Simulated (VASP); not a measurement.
A run of VASP 6.6.1 is set up as follows.

Contents of INCAR:

```
SYSTEM = Hf
ALGO = Normal
EDIFF = 1E-6
ENCUT = 520
GGA = PS
ISIF = 2
ISMEAR = 0
LASPH = .True.
LCHARG = .False.
LREAL = .False.
LWAVE = .False.
NBANDS = 11
NELM = 80
PREC = Accurate
SIGMA = 0.05
```

KPOINTS

```
k-points
0
Gamma
  16 16 16
  0 0 0
```

The input POSCAR:

```
Hf
1.0
    2.8641096527      0.0000000000      0.0000000000
    0.0000000000      2.8641096527      0.0000000000
    0.0000000000      0.0000000000      2.8641096527
Hf
1
Direct
    0.0000000000      0.0000000000      0.0000000000
```

Potentials or basis: VASP PAW PBE potentials, release 64 (Hf_pv).

Launch:

```bash
$ cat potpaw_PBE.64/Hf_pv/POTCAR > POTCAR
$ mpirun -np 1 vasp_std > vasp.out
```

Q: What does it give for the pressure?

A: -0.2 GPa.

Q: Predict the band gap on the k mesh.

A: Zero (band 5 reaches 5.03 eV, above the bottom of band 6 at 2.45 eV).

Caveat: the PAW data sets were made with another functional, which shifts forces and pressure a little; spin-orbit coupling is left out, which moves the levels of the heavy elements.
